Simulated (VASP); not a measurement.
Input of a VASP 6.6.1 run:

File INCAR:

```
SYSTEM = InP
PREC = Accurate
ENCUT = 520
EDIFF = 1E-8
ISMEAR = 0
SIGMA = 0.01
LREAL = .FALSE.
LASPH = .TRUE.
NELM = 60
ALGO = Normal
ISIF = 2
LWAVE = .FALSE.
LCHARG = .FALSE.
METAGGA = R2SCAN
LMIXTAU = .TRUE.
LCALCEPS = .TRUE.
```

Contents of KPOINTS:

```
regular mesh
0
G
  6 6 6
  0 0 0
```

The input POSCAR:

```
InP
1.0
    0.0000000000      2.9242497585      2.9242497585
    2.9242497585      0.0000000000      2.9242497585
    2.9242497585      2.9242497585      0.0000000000
In P
1 1
Direct
    0.0000000000      0.0000000000      0.0000000000
    0.2500000000      0.2500000000      0.2500000000
```

Potentials or basis: VASP PAW PBE potentials, release 64 (In_d, P).

The run is started by

```console
$ cat potpaw_PBE.64/In_d/POTCAR potpaw_PBE.64/P/POTCAR > POTCAR
$ mpirun -np 1 vasp_std > vasp.out
```

**Question.** Predict the electronic dielectric tensor (diagonal).

**Answer.** 8.99.

**Question.** What does it give for the Born charges (mean of the diagonal)?

**Answer.** In +2.53; P -2.53 e.

**Question.** What does it give for the band gap on the k mesh?

**Answer.** 1.21 eV.

Dipole moments of the cell (e·Å, modulo the quantum): ionic 7.311, 7.311, 7.311; electronic 0.009, 0.009, 0.031

Caveat: the cell differs from its parent crystal (strain -1.0%); spin-orbit coupling is left out, which moves the levels of the heavy elements.
